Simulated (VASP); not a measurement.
Runs of VASP 6.6.1 on ZnS. The structure is that of space group R3m (No. 160), or close to it. The cells are those of the table. 

| cell | gap on the mesh (eV) | pressure (GPa) | largest force (eV/Å) |
| --- | --- | --- | --- |
| a = 9.343 Å, angles 22.9°, 6 atoms | 2.36 | 3.3 | 0.02 |
| a = 9.206 Å, angles 22.9°, 6 atoms | 2.57 | (d) | 0.03 |
| a = 9.856 Å, angles 22.9°, 6 atoms | 1.63 | (a) | 0.02 |
| a = 9.733 Å, angles 22.9°, 6 atoms | 1.79 | (c) | 0.02 |
| a = 9.607 Å, angles 22.9°, 6 atoms | 1.97 | (b) | 0.01 |
| a = 9.477 Å, angles 22.9°, 6 atoms | 2.16 | -0.6 | 0.01 |
| a = 9.977 Å, angles 22.9°, 6 atoms | 1.47 | -9.7 | 0.03 |

Alike in all rows: task single point; level LDA; potentials or basis VASP PAW LDA potentials, release 64 (Zn, S); no spin polarisation; k mesh 6 × 6 × 6; cutoff (eV) 520; smearing gaussian 0.01 eV.

Q: Estimate the missing entries.

A: (a) -8.2; (b) -3.7; (c) -6.2; (d) 8.2.

A k mesh can miss the band edges.
